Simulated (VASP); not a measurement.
Wanted: the native input for a VASP 6.6.1 run.

```
Task                   : relaxation of cell and atoms
Functional             : PBE
Potentials or basis    : VASP PAW PBE potentials, release 64 (Pt, S)
Cutoff                 : 600 eV
k mesh                 : 12 × 12 × 8
Occupations            : gaussian, width 0.02 eV
Spin                   : no spin polarisation
Dipole correction      : no
Further INCAR settings : ALGO = Normal; EDIFF = 1e-07; IBRION = 2; EDIFFG = -0.01; NSW = 100; ISIF = 3
```

The structure of PtS2 lies in POSCAR:

```
PtS2
1.0
    3.5431995200      0.0000000000      0.0000000000
   -1.7715997600      3.0685007900      0.0000000000
    0.0000000000      0.0000000000      5.0387997600
Pt S
1 2
Direct
    0.0000000000      0.0000000000      0.0000000000
    0.3333333300      0.6666666700      0.2500000000
    0.6666666700      0.3333333300      0.7500000000
```

One way to write it, as run:

INCAR

```
SYSTEM = PtS2
PREC     = Accurate       ! precision mode
ENCUT    = 600            ! plane-wave cutoff, eV
EDIFF    = 1E-7           ! SCF threshold, eV
ISMEAR   = 0              ! smearing method
SIGMA    = 0.02           ! smearing width, eV
LREAL    = .False.        ! projectors in reciprocal space
LASPH    = .True.         ! aspherical terms in the spheres
NELM     = 100            ! most SCF steps
ALGO     = Normal         ! electronic algorithm
ISIF     = 3              ! what is computed and relaxed
LWAVE    = .False.        ! write WAVECAR
LCHARG   = .False.        ! write CHGCAR
GGA      = PE             ! functional
IBRION   = 2              ! ionic algorithm
NSW      = 100            ! ionic steps
EDIFFG   = -0.01          ! ionic threshold
```

KPOINTS

```
regular mesh
0
Gamma
  12 12 8
  0 0 0
```

Potentials or basis: VASP PAW PBE potentials, release 64 (Pt, S).

Run with:

```console
$ cat potpaw_PBE.64/Pt/POTCAR potpaw_PBE.64/S/POTCAR > POTCAR
$ mpirun -np 1 vasp_std > vasp.out
```

Results of the run:

The relaxed volume is 23.27 Å³/atom. The relaxed cell is a = 3.573 Å, b = 3.573 Å, c = 6.315 Å, α = 90.00°, β = 90.00°, γ = 120.00° and the space group after relaxing (to 0.1 Å) is P-3m1 (No. 164). The energy gained by relaxing is 32.1 meV/atom, the ionic steps are 32 and the pressure after relaxing is 0.0 GPa. The band gap on the k mesh is 1.45 eV (least direct gap 1.52 eV).

Caveat: the volume moved by over 15 % at a fixed basis, so the end points are rough; spin-orbit coupling is left out, which moves the levels of the heavy elements; this functional lacks dispersion, which binds layers or chains, so the pressure and a relaxed spacing across them are unreliable.

Wall time 20 min on 1 thread of AMD EPYC 9R45 96-Core Processor (Zen 5), with other jobs on the host, peak memory 0.27 GiB.
